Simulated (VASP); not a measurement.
## Si: single point with r2SCAN

Crystal: Si.

```
CELL_PARAMETERS angstrom
-1.26189 1.26189 2.25522
1.26189 -1.26189 2.25522
1.26189 1.26189 -2.25522
ATOMIC_POSITIONS crystal
Si 0.00000 0.00000 0.00000
```

```
Program             : VASP 6.6.1
Task                : single point
Functional          : r2SCAN
Potentials or basis : VASP PAW PBE potentials, release 64 (Si)
Cutoff              : 520 eV
k mesh              : 30 × 30 × 30
Occupations         : gaussian, width 0.1 eV
Spin                : no spin polarisation
```

```
Pressure               : 0.0 GPa
Band gap on the k mesh : zero (bands 2 and 3 overlap by 15.47 eV)
```

Stress tensor (GPa, compression positive):
```
-0.02  0.00  0.00
 0.00 -0.02  0.00
 0.00  0.00  0.18
```

Levels at points of the mesh, in eV from the Fermi level:
```csv
k point,band 1,band 2,band 3,band 4,band 5
"(0.00, 0.00, 0.00)",-15.40,10.63,11.06,12.37,12.37
"(0.50, 0.00, 0.00)",-7.79,-7.38,5.47,7.67,12.81
"(0.50, 0.50, 0.00)",-4.53,-2.47,1.13,3.78,4.37
"(0.50, 0.50, 0.50)",-8.30,-7.52,6.56,6.91,6.91
```

It took 3.8 min on 1 thread of Intel(R) Xeon(R) 6975P-C (Granite Rapids), with other jobs on the host, peak memory 0.31 GiB.

Caveat: the PAW data sets were made with another functional, which shifts forces and pressure a little.
